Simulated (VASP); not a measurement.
Write the native input for VASP 6.6.1 that does the following.

```
Task                   : single point
Functional             : LDA
Potentials or basis    : VASP PAW LDA potentials, release 64 (Ti_sv, C)
Cutoff                 : 520 eV
k mesh                 : 9 × 9 × 1
Occupations            : gaussian, width 0.1 eV
Spin                   : no spin polarisation
Dipole correction      : yes
Further INCAR settings : ALGO = Normal; EDIFF = 1e-06; NBANDS = 41
```

The structure of Ti5C lies in POSCAR:

```
Ti5C
1.0
    2.8641158414      0.0000000000      0.0000000000
   -1.4320579207      2.4803970780      0.0000000000
    0.0000000000      0.0000000000     24.4912544910
Ti C
5 1
Direct
    0.6666666667      0.3333333333      0.1633236060
    0.3333333333      0.6666666667      0.2559153301
    0.6666666667      0.3333333333      0.3495150200
    0.3333333333      0.6666666667      0.4443907180
    0.6666666667      0.3333333333      0.5304446326
    1.1666666667      0.6666666667      0.5802030419
```

The input as run:

INCAR

```
SYSTEM = Ti5C
ALGO = Normal ; DIPOL = 0.5 0.5 0.387
EDIFF = 1E-6 ; ENCUT = 520
GGA = CA ; IDIPOL = 3
ISIF = 2 ; ISMEAR = 0
LASPH = .TRUE. ; LCHARG = .FALSE.
LDIPOL = .TRUE. ; LREAL = .FALSE.
LWAVE = .FALSE. ; NBANDS = 41
NELM = 80 ; PREC = Accurate
SIGMA = 0.1
```

KPOINTS

```
k-points
0
G
  9 9 1
  0 0 0
```

Potentials or basis: VASP PAW LDA potentials, release 64 (Ti_sv, C).

Launch:

```console
$ cat potpaw_LDA.64/Ti_sv/POTCAR potpaw_LDA.64/C/POTCAR > POTCAR
$ mpirun -np 1 vasp_std > vasp.out
```

It gave:

```
Largest force          : 3.139 eV/Å
Band gap on the k mesh : zero (band 32 reaches 2.15 eV, above the bottom of band 33 at 1.05 eV)
```

Run time: 14 min on 1 thread of Intel(R) Xeon(R) 6975P-C (Granite Rapids), with other jobs on the host, peak memory 0.39 GiB.
